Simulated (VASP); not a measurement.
A run of VASP 6.6.1 is set up as follows.

Contents of POSCAR:

```
Pb
1.0
    1.7743933383      1.0244464715      8.6751873167
   -1.7743933383      1.0244464715      8.6751873167
    0.0000000000     -2.0488929430      8.6751873167
Pb
3
Direct
    0.0000000000      0.0000000000      0.0000000000
    0.2261647881      0.2261647881      0.2261647881
    0.7738352119      0.7738352119      0.7738352119
```

Contents of INCAR.step1:

```
SYSTEM = Pb
ALGO = Normal ; EDIFF = 1E-4
ENCUT = 520 ; GGA = PE
ISMEAR = 0 ; LASPH = .TRUE.
LCHARG = .FALSE. ; LREAL = .FALSE.
LWAVE = .TRUE. ; NBANDS = 28
NELM = 100 ; PREC = Accurate
SIGMA = 0.1
```

File INCAR.step2:

```
SYSTEM = Pb
ALGO = Normal ; EDIFF = 1E-6
ENCUT = 520 ; ISIF = 2
ISMEAR = 0 ; ISTART = 1
LASPH = .TRUE. ; LCHARG = .FALSE.
LMIXTAU = .TRUE. ; LREAL = .FALSE.
LWAVE = .FALSE. ; METAGGA = R2SCAN
NBANDS = 28 ; NELM = 100
PREC = Accurate ; SIGMA = 0.1
```

File KPOINTS:

```
k-points
0
G
  6 6 6
  0 0 0
```

Potentials or basis: VASP PAW PBE potentials, release 64 (Pb_d).

Command:

```console
$ cat potpaw_PBE.64/Pb_d/POTCAR > POTCAR
$ cp INCAR.step1 INCAR
$ mpirun -np 1 vasp_std > vasp.out
$ cp INCAR.step2 INCAR
$ mpirun -np 1 vasp_std > vasp.out
```

(1) Estimate the band gap on the k mesh.

(2) Predict the pressure.

(3) Predict the largest force.

## Answers

(1) zero (bands 21 and 22 overlap by 7.25 eV).

(2) 0.0 GPa.

(3) 0.004 eV/Å.

Caveat: the PAW data sets were made with another functional, which shifts forces and pressure a little; spin-orbit coupling is left out, which moves the levels of the heavy elements.
